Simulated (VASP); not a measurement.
A run of VASP 6.6.1 is set up as follows.

File INCAR:

```
SYSTEM = AlN
  PREC = Accurate
  ENCUT = 520
  EDIFF = 1E-6
  ISMEAR = 0
  SIGMA = 0.02
  LREAL = .FALSE.
  LASPH = .TRUE.
  NELM = 80
  ALGO = Normal
  ISIF = 2
  LWAVE = .FALSE.
  LCHARG = .FALSE.
  GGA = PS
  NBANDS = 11
```

KPOINTS

```
Automatic mesh
0
G
  10 10 10
  0 0 0
```

The input POSCAR:

```
AlN
1.0
    0.0000000000      2.0226211034      2.0226211034
    2.0226211034      0.0000000000      2.0226211034
    2.0226211034      2.0226211034      0.0000000000
Al N
1 1
Direct
    0.0000000000      0.0000000000      0.0000000000
    0.5000000000      0.5000000000      0.5000000000
```

Potentials or basis: VASP PAW PBE potentials, release 64 (Al, N).

Run with:

```sh
$ cat potpaw_PBE.64/Al/POTCAR potpaw_PBE.64/N/POTCAR > POTCAR
$ mpirun -np 1 vasp_std > vasp.out
```

What does it give for the band gap on the k mesh?

4.54 eV, indirect (least direct gap 5.65 eV).

Estimate the pressure.

-0.1 GPa.

Caveat: the PAW data sets were made with another functional, which shifts forces and pressure a little. A hybrid or GW would open this gap; PBEsol tends to underestimate it.
